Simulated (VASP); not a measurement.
# KTaO3 (Pm-3m) in VASP: notebook

Aim: see how the results for KTaO3 move with the level of theory and the settings. Levels: PBE, r2SCAN. Tasks: single point.

All numbers are computed with VASP 6.6.1; they aren't measurements. Logs are shortened: lines on timing, memory, paths and dates and some standing lists are left out, and cuts for length are marked.

## Step 1: The cell of the first run

The structure is cubic, space group Pm-3m (No. 221). The conventional cell has a = 3.990 Å, b = 3.990 Å, c = 3.990 Å, α = 90.00°, β = 90.00°, γ = 90.00°. K (site symmetry m-3m) has 12 O at 2.82 Å and 8 Ta at 3.46 Å within 3.7 Å. Within 2.6 Å of Ta (site symmetry m-3m) lie 6 O at 2.00 Å. Within 2.6 Å of O (site symmetry 4/mmm) lie 2 Ta at 2.00 Å.

## Step 2: Single point, PBE

Input file INCAR:

```
PREC = Accurate
ENCUT = 520
EDIFF = 1E-6
ISMEAR = 0
SIGMA = 0.01
LREAL = F
LASPH = T
NELM = 60
ALGO = Normal
ISIF = 2
LWAVE = F
LCHARG = F
GGA = PE
NBANDS = 27
```

Input file KPOINTS:

```
Automatic mesh
0
Gamma
  6 6 6
```

Input file POSCAR:

```
KTaO3
1.0
    3.9901311009      0.0000000000      0.0000000000
    0.0000000000      3.9901311009      0.0000000000
    0.0000000000      0.0000000000      3.9901311009
K Ta O
1 1 3
Direct
    0.0000000000      0.0000000000      0.0000000000
    0.5000000000      0.5000000000      0.5000000000
    0.5000000000      0.5000000000      0.0000000000
    0.5000000000      0.0000000000      0.5000000000
    0.0000000000      0.5000000000      0.5000000000
```

Potentials or basis: VASP PAW PBE potentials, release 64 (K_sv, Ta_pv, O).

The run is started by

```
cat potpaw_PBE.64/K_sv/POTCAR potpaw_PBE.64/Ta_pv/POTCAR potpaw_PBE.64/O/POTCAR > POTCAR
mpirun -np 1 vasp_std > vasp.out
```

OUTCAR:

```text
PREC = Accurate
   ENCUT = 520
   EDIFF = 1E-6
   ISMEAR = 0
   LREAL = F
   LASPH = T
   NELM = 60
   ISIF = 2
   GGA = PE

 ion  position               nearest neighbor table
   1  0.000  0.000  0.000-   3 2.82   4 2.82   5 2.82   4 2.82   5 2.82   3 2.82   5 2.82   5 2.82
                             3 2.82   4 2.82   4 2.82   3 2.82   2 3.46   2 3.46   2 3.46   2 3.46
   2  0.500  0.500  0.500-   3 2.00   4 2.00   5 2.00   3 2.00   4 2.00   5 2.00   1 3.46   1 3.46
                             1 3.46   1 3.46   1 3.46   1 3.46   1 3.46   1 3.46
   3  0.500  0.500  0.000-   2 2.00   2 2.00   1 2.82   1 2.82   1 2.82   1 2.82
   4  0.500  0.000  0.500-   2 2.00   2 2.00   1 2.82   1 2.82   1 2.82   1 2.82
   5  0.000  0.500  0.500-   2 2.00   2 2.00   1 2.82   1 2.82   1 2.82   1 2.82

  LATTYP: Found a simple cubic cell.
 ALAT       =     3.9901311009

  Lattice vectors:

 A1 = (   3.9901311009,   0.0000000000,   0.0000000000)
 A2 = (   0.0000000000,   3.9901311009,   0.0000000000)
 A3 = (   0.0000000000,   0.0000000000,   3.9901311009)

Analysis of symmetry for initial positions (statically):
=====================================================================
 Subroutine PRICEL returns:
 Original cell was already a primitive cell.

 Routine SETGRP: Setting up the symmetry group for a
 simple cubic supercell.

 Subroutine GETGRP returns: Found 48 space group operations
 (whereof 48 operations were pure point group operations)
 out of a pool of 48 trial point group operations.

The static configuration has the point symmetry O_h .

Analysis of symmetry for dynamics (positions and initial velocities):
=====================================================================
 Subroutine PRICEL returns:
 Original cell was already a primitive cell.

 Routine SETGRP: Setting up the symmetry group for a
 simple cubic supercell.

 Subroutine GETGRP returns: Found 48 space group operations
 (whereof 48 operations were pure point group operations)
 out of a pool of 48 trial point group operations.

The dynamic configuration has the point symmetry O_h .

 Subroutine INISYM returns: Found 48 space group operations
 (whereof 48 operations are pure point group operations),
 and found     1 'primitive' translations

----------------------------------------------------------------------------------------

                                     Primitive cell

  volume of cell :      63.5275

  direct lattice vectors                    reciprocal lattice vectors
     3.990131101  0.000000000  0.000000000     0.250618332  0.000000000  0.000000000
     0.000000000  3.990131101  0.000000000     0.000000000  0.250618332  0.000000000
     0.000000000  0.000000000  3.990131101     0.000000000  0.000000000  0.250618332

  length of vectors
     3.990131101  3.990131101  3.990131101     0.250618332  0.250618332  0.250618332

  position of ions in fractional coordinates (direct lattice)
     0.000000000  0.000000000  0.000000000
     0.500000000  0.500000000  0.500000000
     0.500000000  0.500000000  0.000000000
     0.500000000  0.000000000  0.500000000
     0.000000000  0.500000000  0.500000000

  ion indices of the primitive-cell ions
   primitive index   ion index
                 1           1
                 2           2
                 3           3
                 4           4
                 5           5

----------------------------------------------------------------------------------------

 KPOINTS: Automatic mesh

Automatic generation of k-mesh.
 Grid dimensions read from file:
 generate k-points for:    6    6    6

 Generating k-lattice:

  Cartesian coordinates                     Fractional coordinates (reciprocal lattice)
     0.041769722  0.000000000  0.000000000     0.166666667  0.000000000  0.000000000
     0.000000000  0.041769722  0.000000000     0.000000000  0.166666667  0.000000000
     0.000000000  0.000000000  0.041769722     0.000000000  0.000000000  0.166666667

  Length of vectors
     0.041769722  0.041769722  0.041769722

  Shift w.r.t. Gamma in fractional coordinates (k-lattice)
     0.000000000  0.000000000  0.000000000

 Subroutine IBZKPT returns following result:
 ===========================================

 Found     20 irreducible k-points:

 Following reciprocal coordinates:
            Coordinates               Weight
  0.000000  0.000000  0.000000      1.000000
  0.166667  0.000000  0.000000      6.000000
  0.333333  0.000000  0.000000      6.000000
  0.500000  0.000000  0.000000      3.000000
  0.166667  0.166667  0.000000     12.000000
  0.333333  0.166667  0.000000     24.000000
[... 12 lines left out ...]
  0.500000  0.500000  0.333333      6.000000
  0.500000  0.500000  0.500000      1.000000
   k-points           NKPTS =     20   k-points in BZ     NKDIM =     20   number of bands    NBANDS=     27
   number of dos      NEDOS =    301   number of ions     NIONS =      5
   total plane-waves  NPLWV =  27000
   dimension x,y,z NGX =    30 NGY =   30 NGZ =   30
   dimension x,y,z NGXF=    60 NGYF=   60 NGZF=   60
   ions per type =               1   1   3
   NGX,Y,Z   is equivalent  to a cutoff of  12.50, 12.50, 12.50 a.u.
   NGXF,Y,Z  is equivalent  to a cutoff of  25.00, 25.00, 25.00 a.u.
 SYSTEM =  unknown system
   PREC   = accura    normal or accurate (medium, high low for compatibility)
   ISTART =      0    job   : 0-new  1-cont  2-samecut
   ICHARG =      2    charge: 1-file 2-atom 10-const
   ISPIN  =      1    spin polarized calculation?
   LNONCOLLINEAR =      F non collinear calculations
   LSORBIT =      F    spin-orbit coupling
   LASPH  =      T    aspherical Exc in radial PAW
   ENCUT  =  520.0 eV  38.22 Ry    6.18 a.u.   7.42  7.42  7.42*2*pi/ulx,y,z
   NELM   =     60;   NELMIN=  2; NELMDL= -5     # of ELM steps
   EDIFF  = 0.1E-05   stopping-criterion for ELM
   LREAL  =      F    real-space projection
   EDIFFG = 0.1E-04   stopping-criterion for IOM
   NSW    =      0    number of steps for IOM
   IBRION =     -1    ionic relax: 0-MD 1-quasi-New 2-CG
   NFREE  =      0    steps in history (QN), initial steepest desc. (CG)
   ISIF   =      2    stress and relaxation
   ISYM   =      2    0-nonsym 1-usesym 2-fastsym
   POTIM  = 0.5000    time-step for ionic-motion
   TEBEG  =    0.0;   TEEND  =   0.0 temperature during run
   PSTRESS=    0.0 pullay stress
   NELECT =      38.0000    total number of electrons
   NUPDOWN=      -1.0000    fix difference up-down
   EMIN   =  10.00;   EMAX   =-10.00  energy-range for DOS
   EFERMI =   0.00;   METHOD = LEGACY
   ISMEAR =     0;   SIGMA  =   0.01  broadening in eV -4-tet -1-fermi 0-gaus
   EFERMI_NEDOS =   21; number of points for ismear=-14 and -15
   IALGO  =     38    algorithm
   IMIX   =      4    mixing-type and parameters
     AMIX     =   0.40;   BMIX     =  1.00
     AMIX_MAG =   1.60;   BMIX_MAG =  1.00
  volume/ion in A,a.u.               =      12.71        85.74
  Fermi-wavevector in a.u.,A,eV,Ry     =   1.379375  2.606640 25.887452  1.902674
  Thomas-Fermi vector in A             =   2.504350
   LORBIT       =      0    0 simple, 1 ext, 2 COOP (PROOUT), +10 PAW based schemes
   GGA     = PE    functional components
   LHFCALC =     F    Hartree Fock is set to
   AEXX    =    0.0000 exact exchange contribution
   IVDW    =     0    specifies the selected vdW correction
   LEPSILON=     F    determine dielectric tensor
   LRPA    =     F    only Hartree local field effects (RPA)
 non-spin polarized calculation
 Gauss-broadening in eV      SIGMA  =   0.01
  energy-cutoff  :      520.00
  volume of cell :       63.53
 maximum number of plane-waves:      1743
 NGX is ok and might be reduce to    30
   NGX = 15   NGY = 15   NGZ = 15

 number of electron      37.9999976 magnetization

 Free energy of the ion-electron system (eV)
  ---------------------------------------------------
  ext. energy  EPLUGINS =         0.00000000
  ---------------------------------------------------
  free energy    TOTEN  =       -41.03232315 eV

  energy without entropy =      -41.03232315  energy(sigma->0) =      -41.03232315

 E-fermi :   1.8763     XC(G=0): -10.8667

 val. band max:        1.7932729801   @ k =   0.5000   0.5000   0.5000
 cond. band min:       3.9648772324   @ k =   0.0000   0.0000   0.0000
 fundamental gap:      2.1716042523
 Fermi energy:         1.8762942907

 k-point     1 :       0.0000    0.0000    0.0000
  band No.  band energies     occupation
      1     -32.3384      2.00000
      2     -32.3384      2.00000
      3     -32.3384      2.00000
      4     -25.5311      2.00000
      5     -15.7536      2.00000
      6     -15.0476      2.00000
[... 19 lines left out ...]
     26       9.8564      0.00000
     27       9.8564      0.00000

 k-point     2 :       0.1667    0.0000    0.0000
  band No.  band energies     occupation
      1     -32.3612      2.00000
      2     -32.3375      2.00000
      3     -32.3375      2.00000
      4     -25.5242      2.00000
      5     -15.6848      2.00000
      6     -15.0417      2.00000
[... 19 lines left out ...]
     26      10.1957      0.00000
     27      10.2802      0.00000

 k-point     3 :       0.3333    0.0000    0.0000
  band No.  band energies     occupation
      1     -32.4062      2.00000
      2     -32.3358      2.00000
      3     -32.3358      2.00000
      4     -25.5104      2.00000
      5     -15.6441      2.00000
      6     -15.0303      2.00000
[... 19 lines left out ...]
     26      10.9165      0.00000
     27      11.8136      0.00000

 k-point     4 :       0.5000    0.0000    0.0000
  band No.  band energies     occupation
      1     -32.4284      2.00000
      2     -32.3349      2.00000
      3     -32.3349      2.00000
      4     -25.5035      2.00000
      5     -15.6487      2.00000
      6     -15.0241      2.00000
[... 19 lines left out ...]
     26      11.3046      0.00000
     27      12.2616      0.00000
[... 396 lines left out ...]
      4     -25.4816      2.00000
      5     -14.5610      2.00000
      6     -14.3716      2.00000
[... 19 lines left out ...]
     26      13.0583      0.00000
     27      13.2330      0.00000

 k-point    19 :       0.5000    0.5000    0.3333
  band No.  band energies     occupation
      1     -32.4209      2.00000
      2     -32.4209      2.00000
      3     -32.3981      2.00000
      4     -25.4778      2.00000
      5     -14.4473      2.00000
      6     -14.1425      2.00000
[... 19 lines left out ...]
     26      12.9357      0.00000
     27      13.4322      0.00000

 k-point    20 :       0.5000    0.5000    0.5000
  band No.  band energies     occupation
      1     -32.4200      2.00000
      2     -32.4200      2.00000
      3     -32.4200      2.00000
      4     -25.4739      2.00000
      5     -14.1206      2.00000
      6     -14.1206      2.00000
[... 19 lines left out ...]
     26      12.6450      0.00000
     27      13.9763      0.00000

------------------------ aborting loop because EDIFF is reached ----------------------------------------

  FORCE on cell =-STRESS in cart. coord.  units (eV):
  Direction    XX          YY          ZZ          XY          YZ          ZX
  --------------------------------------------------------------------------------------
  -------------------------------------------------------------------------------------
  Total        2.2939317      2.2939317      2.2939317      0.0000000      0.0000000      0.0000000
  in kB       57.8534909     57.8534909     57.8534909      0.0000000      0.0000000      0.0000000
  external PRESSURE =      57.8534909 kB  Pullay stress =       0.0000000 kB

 VOLUME and BASIS-vectors are now :
 -----------------------------------------------------------------------------
  energy-cutoff  :      520.00
  volume of cell :       63.53
      direct lattice vectors                 reciprocal lattice vectors
     3.990131101  0.000000000  0.000000000     0.250618332  0.000000000  0.000000000
     0.000000000  3.990131101  0.000000000     0.000000000  0.250618332  0.000000000
     0.000000000  0.000000000  3.990131101     0.000000000  0.000000000  0.250618332

 POSITION                                       TOTAL-FORCE (eV/Angst)
 -----------------------------------------------------------------------------------
      0.00000      0.00000      0.00000         0.000000      0.000000      0.000000
      1.99507      1.99507      1.99507         0.000000      0.000000      0.000000
      1.99507      1.99507      0.00000         0.000000      0.000000      0.000000
      1.99507      0.00000      1.99507         0.000000      0.000000      0.000000
      0.00000      1.99507      1.99507         0.000000      0.000000      0.000000
 -----------------------------------------------------------------------------------
    total drift:                                0.000000      0.000000     -0.000000

  FREE ENERGIE OF THE ION-ELECTRON SYSTEM (eV)
  ---------------------------------------------------
  free  energy   TOTEN  =       -41.0323231462 eV

  energy  without entropy=      -41.0323231462  energy(sigma->0) =      -41.03232315
```

Run time: 27 s. Hardware: 1 thread of AMD EPYC 7R13 (Zen 3), shared host; peak memory 0.16 GiB.

Results:

```yaml
Free_energy: -41.0323 eV
Pressure: 5.8 GPa
Band_gap_on_the_k_mesh: 2.17 eV, indirect (least direct gap 2.79 eV)
```

Caveat: spin-orbit coupling is left out, which moves the levels of the heavy elements. A k mesh can miss the band edges.

## Step 3: Single point, PBE

Input file INCAR:

```
SYSTEM = KTaO3
PREC     = Accurate       ! precision mode
ENCUT    = 520            ! plane-wave cutoff, eV
EDIFF    = 1E-7           ! SCF threshold, eV
ISMEAR   = 0              ! smearing method
SIGMA    = 0.01           ! smearing width, eV
LREAL    = .FALSE.        ! projectors in reciprocal space
LASPH    = .TRUE.         ! aspherical terms in the spheres
NELM     = 80             ! most SCF steps
ALGO     = Normal         ! electronic algorithm
ISIF     = 2              ! what is computed and relaxed
LWAVE    = .FALSE.        ! write WAVECAR
LCHARG   = .FALSE.        ! write CHGCAR
GGA      = PE             ! functional
NBANDS   = 27             ! bands
```

Input file KPOINTS:

```
regular mesh
0
G
  6 6 6
  0 0 0
```

POSCAR is that of step 2.

Potentials or basis: VASP PAW PBE potentials, release 64 (K_sv, Ta_pv, O).

The run is started by

```
cat potpaw_PBE.64/K_sv/POTCAR potpaw_PBE.64/Ta_pv/POTCAR potpaw_PBE.64/O/POTCAR > POTCAR
mpirun -np 1 vasp_std > vasp.out
```

It took 28 s on 1 thread of AMD EPYC 7R13 (Zen 3), shared host; peak memory 0.15 GiB.

It converged, with:

| Quantity | Value |
| --- | --- |
| Free energy | -41.0323 eV |
| Pressure | 5.8 GPa |
| Band gap on the k mesh | 2.17 eV, indirect (least direct gap 2.79 eV) |

Levels at points of the mesh, in eV from the valence-band top:
```csv
k point,band 16,band 17,band 18,band 19,band 20,band 21,band 22,band 23
"(0.00, 0.00, 0.00)",-1.06,-0.62,-0.62,-0.62,2.17,2.17,2.17,6.61
"(0.50, 0.00, 0.00)",-2.13,-1.51,-0.85,-0.85,2.33,5.01,5.01,6.78
"(0.50, 0.50, 0.00)",-1.65,-1.43,-1.43,-0.04,5.05,5.05,6.33,7.65
"(0.50, 0.50, 0.50)",-3.90,0.00,0.00,0.00,6.46,6.46,6.46,8.91
```

Caveat: spin-orbit coupling is left out, which moves the levels of the heavy elements. A hybrid or GW would open this gap; PBE tends to underestimate it.

(Part 1 of 2 ends here.)
